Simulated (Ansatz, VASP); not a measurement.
## SiO2: VASP beside Ansatz

```xyz
9
Lattice="5.0288 0.0000 0.0000 -2.5144 4.3551 0.0000 0.0000 0.0000 5.6688" Properties=species:S:1:pos:R:3 pbc="T T T"
Si   -1.2572    2.1775    1.8896
Si    1.2572    2.1775    3.7792
Si    2.5144    0.0000    0.0000
O     0.9453    3.4491    4.7240
O     2.5144    2.5432    2.8344
O     3.4597    0.9059    0.9448
O     1.5691    0.9059    4.7240
O     0.0000    1.8119    2.8344
O    -0.9453    3.4491    0.9448
```

Change from the starting cell: strain -0.015 along x and y, +0.015 along z, atoms carried along.

Alike in both runs: task single point; functional PBE; k mesh 6 × 6 × 4; occupations gaussian, width 0.05 eV; no spin polarisation.

|  | VASP | Ansatz |
| --- | --- | --- |
| version | VASP 6.6.1 | Ansatz 0.2.0 |
| potentials or method | VASP PAW PBE potentials, release 64 (Si, O), cutoff 520 eV | scalar-relativistic, plane waves, PAW |
| valence electrons in the cell | 48 | 48 |

Ansatz gave:

```
gap on the k mesh at the Fermi level (eV)                     : 5.61
least direct gap on the mesh (eV)                             : 5.74
pressure (GPa)                                                : 2.7
traceless stress, the component that is largest in VASP (GPa) : -1.41
rms of the force components (eV/Å)                            : 0.068
```

Q: Estimate VASP's values.

A: gap on the k mesh at the Fermi level (eV): 5.61; least direct gap on the mesh (eV): 5.74; pressure (GPa): 2.8; traceless stress, the component that is largest in VASP (GPa): -1.37; rms of the force components (eV/Å): 0.062.

Atom by atom the forces differ by 0.005 eV/Å (rms over components).
